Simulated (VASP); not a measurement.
A run of VASP 6.6.1:

File INCAR:

```
SYSTEM = As
ALGO = Normal ; EDIFF = 1E-6
ENCUT = 500 ; GGA = PE
GGA_COMPAT = .FALSE. ; ISIF = 2
ISMEAR = 1 ; ISYM = 0
IVDW = 13 ; LASPH = .TRUE.
LCHARG = .FALSE. ; LREAL = .FALSE.
LWAVE = .FALSE. ; NBANDS = 12
NELM = 120 ; PREC = Accurate
SIGMA = 0.1
```

KPOINTS

```
Automatic mesh
0
Gamma
  3 3 3
  0 0 0.5
```

POSCAR

```
As
1.0
    1.8797494575      1.0852738553      3.4857700000
   -1.8797494575      1.0852738553      3.4857700000
    0.0000000000     -2.1705477106      3.4857700000
As
2
Direct
    0.3425400000      0.9125400000      0.3925400000
    0.8874600000      1.4574600000      0.9374600000
```

Potentials or basis: VASP PAW PBE potentials, release 64 (As).

Command:

```console
$ cat potpaw_PBE.64/As/POTCAR > POTCAR
$ mpirun -np 1 vasp_std > vasp.out
```

Hardware: 1 thread of Intel Xeon 8259CL, on a shared host.

Task: How long does it take, and how much memory?

Result: It took 40 s on 1 thread of Intel Xeon 8259CL, on a shared host, peak memory 0.17 GiB. Counts: scf iterations 11, k points 42.
